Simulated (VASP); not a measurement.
# Mo (Im-3m) in VASP: a series of runs

Mo is run at these levels: PBEsol; tasks: single point, relaxation of cell and atoms.

All numbers are computed with VASP 6.6.1; they aren't measurements. Logs are shortened: lines on timing, memory, paths and dates and some standing lists are left out, and cuts for length are marked.

## (1) The cell of the first run

The structure is cubic, space group Im-3m (No. 229). The conventional cell has a = 3.130 Å, b = 3.130 Å, c = 3.130 Å, α = 90.00°, β = 90.00°, γ = 90.00°. Mo (site symmetry m-3m) has 14 Mo at 2.71 to 3.13 Å within 3.6 Å.

## (2) Single point, PBEsol

File INCAR:

```
SYSTEM = Mo
PREC = Accurate ; ENCUT = 520
EDIFF = 1E-6 ; ISMEAR = -1
SIGMA = 0.1 ; LREAL = .FALSE.
LASPH = .TRUE. ; NELM = 100
ALGO = Normal ; ISIF = 2
LWAVE = .FALSE. ; LCHARG = .FALSE.
GGA = PS ; NBANDS = 13
```

File KPOINTS:

```
regular mesh
0
G
  19 19 19
  0 0 0
```

File POSCAR:

```
Mo
1.0
   -1.5647581592      1.5647581592      1.5647581592
    1.5647581592     -1.5647581592      1.5647581592
    1.5647581592      1.5647581592     -1.5647581592
Mo
1
Direct
    0.0000000000      0.0000000000      0.0000000000
```

Potentials or basis: VASP PAW PBE potentials, release 64 (Mo_sv).

The run is started by

```sh
cat potpaw_PBE.64/Mo_sv/POTCAR > POTCAR
mpirun -np 1 vasp_std > vasp.out
```

OUTCAR:

```text
SYSTEM = Mo
   PREC = Accurate
   ENCUT = 520
   EDIFF = 1E-6
   ISMEAR = -1
   LREAL = .FALSE.
   LASPH = .TRUE.
   NELM = 100
   ISIF = 2
   GGA = PS

 ion  position               nearest neighbor table
   1  0.000  0.000  0.000-

  LATTYP: Found a body centered cubic cell.
 ALAT       =     3.1295163184

  Lattice vectors:

 A1 = (  -1.5647581592,   1.5647581592,   1.5647581592)
 A2 = (   1.5647581592,  -1.5647581592,   1.5647581592)
 A3 = (   1.5647581592,   1.5647581592,  -1.5647581592)

Analysis of symmetry for initial positions (statically):
=====================================================================
 Subroutine PRICEL returns:
 Original cell was already a primitive cell.

 Routine SETGRP: Setting up the symmetry group for a
 body centered cubic supercell.

 Subroutine GETGRP returns: Found 48 space group operations
 (whereof 48 operations were pure point group operations)
 out of a pool of 48 trial point group operations.

The static configuration has the point symmetry O_h .

Analysis of symmetry for dynamics (positions and initial velocities):
=====================================================================
 Subroutine PRICEL returns:
 Original cell was already a primitive cell.

 Routine SETGRP: Setting up the symmetry group for a
 body centered cubic supercell.

 Subroutine GETGRP returns: Found 48 space group operations
 (whereof 48 operations were pure point group operations)
 out of a pool of 48 trial point group operations.

The dynamic configuration has the point symmetry O_h .

 Subroutine INISYM returns: Found 48 space group operations
 (whereof 48 operations are pure point group operations),
 and found     1 'primitive' translations

----------------------------------------------------------------------------------------

                                     Primitive cell

  volume of cell :      15.3250

  direct lattice vectors                    reciprocal lattice vectors
    -1.564758159  1.564758159  1.564758159     0.000000000  0.319538196  0.319538196
     1.564758159 -1.564758159  1.564758159     0.319538196  0.000000000  0.319538196
     1.564758159  1.564758159 -1.564758159     0.319538196  0.319538196  0.000000000

  length of vectors
     2.710240633  2.710240633  2.710240633     0.451895251  0.451895251  0.451895251

  position of ions in fractional coordinates (direct lattice)
     0.000000000  0.000000000  0.000000000

  ion indices of the primitive-cell ions
   primitive index   ion index
                 1           1

----------------------------------------------------------------------------------------

 KPOINTS: regular mesh

Automatic generation of k-mesh.
 Grid dimensions read from file:
 generate k-points for:   19   19   19

 Generating k-lattice:

  Cartesian coordinates                     Fractional coordinates (reciprocal lattice)
     0.000000000  0.016817800  0.016817800     0.052631579  0.000000000  0.000000000
     0.016817800  0.000000000  0.016817800     0.000000000  0.052631579  0.000000000
     0.016817800  0.016817800  0.000000000     0.000000000  0.000000000  0.052631579

  Length of vectors
     0.023783961  0.023783961  0.023783961

  Shift w.r.t. Gamma in fractional coordinates (k-lattice)
     0.000000000  0.000000000  0.000000000

 Subroutine IBZKPT returns following result:
 ===========================================

 Found    220 irreducible k-points:

 Following reciprocal coordinates:
            Coordinates               Weight
  0.000000  0.000000  0.000000      1.000000
  0.052632  0.000000  0.000000     12.000000
  0.105263  0.000000  0.000000     12.000000
  0.157895  0.000000  0.000000     12.000000
  0.210526  0.000000  0.000000     12.000000
  0.263158  0.000000  0.000000     12.000000
[... 16 lines left out ...]
  0.263158  0.105263  0.000000     48.000000
  0.315789  0.105263  0.000000     48.000000
 [... further k-points ...]
   k-points           NKPTS =    220   k-points in BZ     NKDIM =    220   number of bands    NBANDS=     13
   number of dos      NEDOS =    301   number of ions     NIONS =      1
   total plane-waves  NPLWV =   8000
   dimension x,y,z NGX =    20 NGY =   20 NGZ =   20
   dimension x,y,z NGXF=    40 NGYF=   40 NGZF=   40
   ions per type =               1
   NGX,Y,Z   is equivalent  to a cutoff of  12.27, 12.27, 12.27 a.u.
   NGXF,Y,Z  is equivalent  to a cutoff of  24.54, 24.54, 24.54 a.u.
 SYSTEM =  Mo
   PREC   = accura    normal or accurate (medium, high low for compatibility)
   ISTART =      0    job   : 0-new  1-cont  2-samecut
   ICHARG =      2    charge: 1-file 2-atom 10-const
   ISPIN  =      1    spin polarized calculation?
   LNONCOLLINEAR =      F non collinear calculations
   LSORBIT =      F    spin-orbit coupling
   LASPH  =      T    aspherical Exc in radial PAW
   ENCUT  =  520.0 eV  38.22 Ry    6.18 a.u.   5.04  5.04  5.04*2*pi/ulx,y,z
   NELM   =    100;   NELMIN=  2; NELMDL= -5     # of ELM steps
   EDIFF  = 0.1E-05   stopping-criterion for ELM
   LREAL  =      F    real-space projection
   EDIFFG = 0.1E-04   stopping-criterion for IOM
   NSW    =      0    number of steps for IOM
   IBRION =     -1    ionic relax: 0-MD 1-quasi-New 2-CG
   NFREE  =      0    steps in history (QN), initial steepest desc. (CG)
   ISIF   =      2    stress and relaxation
   ISYM   =      2    0-nonsym 1-usesym 2-fastsym
   POTIM  = 0.5000    time-step for ionic-motion
   TEBEG  =    0.0;   TEEND  =   0.0 temperature during run
   PSTRESS=    0.0 pullay stress
   NELECT =      14.0000    total number of electrons
   NUPDOWN=      -1.0000    fix difference up-down
   EMIN   =  10.00;   EMAX   =-10.00  energy-range for DOS
   EFERMI =   0.00;   METHOD = LEGACY
   ISMEAR =    -1;   SIGMA  =   0.10  broadening in eV -4-tet -1-fermi 0-gaus
   EFERMI_NEDOS =   21; number of points for ismear=-14 and -15
   IALGO  =     38    algorithm
   IMIX   =      4    mixing-type and parameters
     AMIX     =   0.40;   BMIX     =  1.00
     AMIX_MAG =   1.60;   BMIX_MAG =  1.00
  volume/ion in A,a.u.               =      15.33       103.42
  Fermi-wavevector in a.u.,A,eV,Ry     =   1.588487  3.001805 34.331451  2.523290
  Thomas-Fermi vector in A             =   2.687483
   LORBIT       =      0    0 simple, 1 ext, 2 COOP (PROOUT), +10 PAW based schemes
   GGA     = PS    functional components
   LHFCALC =     F    Hartree Fock is set to
   AEXX    =    0.0000 exact exchange contribution
   IVDW    =     0    specifies the selected vdW correction
   LEPSILON=     F    determine dielectric tensor
   LRPA    =     F    only Hartree local field effects (RPA)
 non-spin polarized calculation
  energy-cutoff  :      520.00
  volume of cell :       15.33
 maximum number of plane-waves:       424
   NGX =  9   NGY =  9   NGZ =  9

 number of electron      13.9999998 magnetization

 Free energy of the ion-electron system (eV)
  ---------------------------------------------------
  ext. energy  EPLUGINS =         0.00000000
  ---------------------------------------------------
  free energy    TOTEN  =       -11.78866430 eV

  energy without entropy =      -11.76806881  energy(sigma->0) =      -11.77836656

 E-fermi :  12.7840     XC(G=0): -13.6405

 val. band max:       12.7603887714   @ k =  -0.2632   0.3684   0.1579
 cond. band min:      12.7844415286   @ k =  -0.1579   0.2105   0.1053
 fundamental gap:      0.0240527572
 Fermi energy:        12.7839667658

 k-point     1 :       0.0000    0.0000    0.0000
  band No.  band energies     occupation
      1     -48.4076      2.00000
      2     -21.6475      2.00000
      3     -21.6475      2.00000
      4     -21.6475      2.00000
      5       5.4360      2.00000
      6      11.3825      2.00000
      7      11.3825      2.00000
      8      11.3825      2.00000
      9      14.4712      0.00000
     10      14.4712      0.00000
     11      27.6227      0.00000
     12      27.6227      0.00000
     13      27.6227      0.00000

 k-point     2 :       0.0526    0.0000    0.0000
  band No.  band energies     occupation
      1     -48.4000      2.00000
      2     -21.6913      2.00000
      3     -21.6609      2.00000
      4     -21.6478      2.00000
      5       5.5625      2.00000
      6      11.3100      2.00000
      7      11.3709      2.00000
      8      11.5012      1.99999
      9      14.3614      0.00000
     10      14.4727      0.00000
     11      27.7206      0.00000
     12      27.8360      0.00000
     13      27.8838      0.00000

 k-point     3 :       0.1053    0.0000    0.0000
  band No.  band energies     occupation
      1     -48.3778      2.00000
      2     -21.8168      2.00000
      3     -21.6995      2.00000
      4     -21.6489      2.00000
      5       5.9250      2.00000
      6      11.1074      2.00000
      7      11.3211      2.00000
      8      11.8532      1.99982
      9      14.1127      0.00000
     10      14.4817      0.00000
     11      27.9638      0.00000
     12      28.4592      0.00000
     13      28.5508      0.00000
[... 305 lines left out ...]
 k-point    23 :       0.2632    0.1053    0.0000
  band No.  band energies     occupation
      1     -48.1943      2.00000
      2     -22.7289      2.00000
      3     -22.0097      2.00000
      4     -21.7138      2.00000
      5       8.0063      2.00000
      6       9.8660      2.00000
      7      11.2224      2.00000
      8      13.9057      0.00003
      9      15.0592      0.00000
     10      15.8532      0.00000
     11      26.8788      0.00000
     12      27.9829      0.00000
     13      32.6166      0.00000

 k-point    24 :       0.3158    0.1053    0.0000
  band No.  band energies     occupation
      1     -48.1560      2.00000
      2     -22.9006      2.00000
      3     -22.0870      2.00000
      4     -21.7174      2.00000
      5       7.9109      2.00000
      6       9.6366      2.00000
      7      11.9405      1.99957
      8      14.1878      0.00000
      9      15.2115      0.00000
     10      16.9640      0.00000
     11      25.9705      0.00000
     12      26.7964      0.00000
     13      31.5095      0.00000

 [... further k-points ...]
[... 5 lines left out ...]
  --------------------------------------------------------------------------------------
  -------------------------------------------------------------------------------------
  Total        0.0533380      0.0533380      0.0533380      0.0000000      0.0000000     -0.0000000
  in kB        5.5762977      5.5762977      5.5762977      0.0000000      0.0000000     -0.0000000
  external PRESSURE =       5.5762977 kB  Pullay stress =       0.0000000 kB

 VOLUME and BASIS-vectors are now :
 -----------------------------------------------------------------------------
  energy-cutoff  :      520.00
  volume of cell :       15.33
      direct lattice vectors                 reciprocal lattice vectors
    -1.564758159  1.564758159  1.564758159     0.000000000  0.319538196  0.319538196
     1.564758159 -1.564758159  1.564758159     0.319538196  0.000000000  0.319538196
     1.564758159  1.564758159 -1.564758159     0.319538196  0.319538196  0.000000000

 POSITION                                       TOTAL-FORCE (eV/Angst)
 -----------------------------------------------------------------------------------
      0.00000      0.00000      0.00000         0.000000      0.000000     -0.000000
 -----------------------------------------------------------------------------------
    total drift:                                0.000000     -0.000000     -0.000000

  FREE ENERGIE OF THE ION-ELECTRON SYSTEM (eV)
  ---------------------------------------------------
  free  energy   TOTEN  =       -11.7886643024 eV

  energy  without entropy=      -11.7680688091  energy(sigma->0) =      -11.77836656
```

Run time: 11 s. Hardware: 1 thread of Intel Xeon 6975P-C (Granite Rapids), shared host; peak memory 0.15 GiB.

Results:

```yaml
Free_energy: -11.7887 eV
Pressure: 0.6 GPa
Band_gap_on_the_k_mesh: zero (band 7 reaches 16.72 eV, above the bottom of band 8 at 11.38 eV)
```

Levels at points of the mesh, in eV from the Fermi level:
| k point | band 4 | band 5 | band 6 | band 7 | band 8 | band 9 | band 10 | band 11 |
| --- | --- | --- | --- | --- | --- | --- | --- | --- |
| (0.00, 0.00, 0.00) | -34.43 | -7.35 | -1.40 | -1.40 | -1.40 | 1.69 | 1.69 | 14.84 |

Caveat: the PAW data sets were made with another functional, which shifts forces and pressure a little.

## (3) Single point, PBEsol

This run uses another cell than the first one: it holds 2 atoms, not 1.

File INCAR:

```
PREC     = Accurate       # precision mode
ENCUT    = 520            # plane-wave cutoff, eV
EDIFF    = 1E-6           # SCF threshold, eV
ISMEAR   = -1             # smearing method
SIGMA    = 0.1            # smearing width, eV
LREAL    = F              # projectors in reciprocal space
LASPH    = T              # aspherical terms in the spheres
NELM     = 100            # most SCF steps
ALGO     = Normal         # electronic algorithm
ISIF     = 2              # what is computed and relaxed
LWAVE    = F              # write WAVECAR
LCHARG   = F              # write CHGCAR
GGA      = PS             # functional
NBANDS   = 21             # bands
```

File KPOINTS:

```
regular mesh
0
Gamma
  12 12 12
```

File POSCAR:

```
Mo
1.0
    3.1295163184      0.0000000000      0.0000000000
    0.0000000000      3.1295163184      0.0000000000
    0.0000000000      0.0000000000      3.1295163184
Mo
2
Direct
    0.0000000000      0.0000000000      0.0000000000
    0.5000000000      0.5000000000      0.5000000000
```

Potentials or basis: VASP PAW PBE potentials, release 64 (Mo_sv).

The run is started by

```sh
cat potpaw_PBE.64/Mo_sv/POTCAR > POTCAR
mpirun -np 1 vasp_std > vasp.out
```

OUTCAR:

```text
PREC = Accurate
   ENCUT = 520
   EDIFF = 1E-6
   ISMEAR = -1
   LREAL = F
   LASPH = T
   NELM = 100
   ISIF = 2
   GGA = PS

 ion  position               nearest neighbor table
   1  0.000  0.000  0.000-   2 2.71   2 2.71   2 2.71   2 2.71   2 2.71   2 2.71   2 2.71   2 2.71

   2  0.500  0.500  0.500-   1 2.71   1 2.71   1 2.71   1 2.71   1 2.71   1 2.71   1 2.71   1 2.71

  LATTYP: Found a simple cubic cell.
 ALAT       =     3.1295163184

  Lattice vectors:

 A1 = (   3.1295163184,   0.0000000000,   0.0000000000)
[... 206 lines left out ...]
      3     -22.6846      2.00000
      4     -22.6846      2.00000
      5     -22.6846      2.00000
      6     -21.6534      2.00000
[... 565 lines left out ...]
     20      17.6987      0.00000
     21      24.6908      0.00000

 [... further k-points ...]
[... 5 lines left out ...]
  --------------------------------------------------------------------------------------
  -------------------------------------------------------------------------------------
  Total        0.1437447      0.1437447      0.1437447      0.0000000     -0.0000000     -0.0000000
  in kB        7.5139947      7.5139947      7.5139947      0.0000000     -0.0000000     -0.0000000
  external PRESSURE =       7.5139947 kB  Pullay stress =       0.0000000 kB

 VOLUME and BASIS-vectors are now :
 -----------------------------------------------------------------------------
  energy-cutoff  :      520.00
  volume of cell :       30.65
      direct lattice vectors                 reciprocal lattice vectors
     3.129516318  0.000000000  0.000000000     0.319538196  0.000000000  0.000000000
     0.000000000  3.129516318  0.000000000     0.000000000  0.319538196  0.000000000
     0.000000000  0.000000000  3.129516318     0.000000000  0.000000000  0.319538196

 POSITION                                       TOTAL-FORCE (eV/Angst)
 -----------------------------------------------------------------------------------
      0.00000      0.00000      0.00000         0.000000      0.000000      0.000000
      1.56476      1.56476      1.56476        -0.000000     -0.000000     -0.000000
 -----------------------------------------------------------------------------------
    total drift:                                0.000000      0.000000     -0.000000

  FREE ENERGIE OF THE ION-ELECTRON SYSTEM (eV)
  ---------------------------------------------------
  free  energy   TOTEN  =       -23.5793768207 eV

  energy  without entropy=      -23.5391154485  energy(sigma->0) =      -23.55924613
```

Run time: 9.9 s. Hardware: 1 thread of Intel Xeon 6975P-C (Granite Rapids), shared host; peak memory 0.16 GiB.

Results:

```
Free energy            : -23.5794 eV
Pressure               : 0.8 GPa
Band gap on the k mesh : zero (band 14 reaches 14.47 eV, above the bottom of band 15 at 12.14 eV)
```

Caveat: the PAW data sets were made with another functional, which shifts forces and pressure a little.

[end of part 1 of 2]
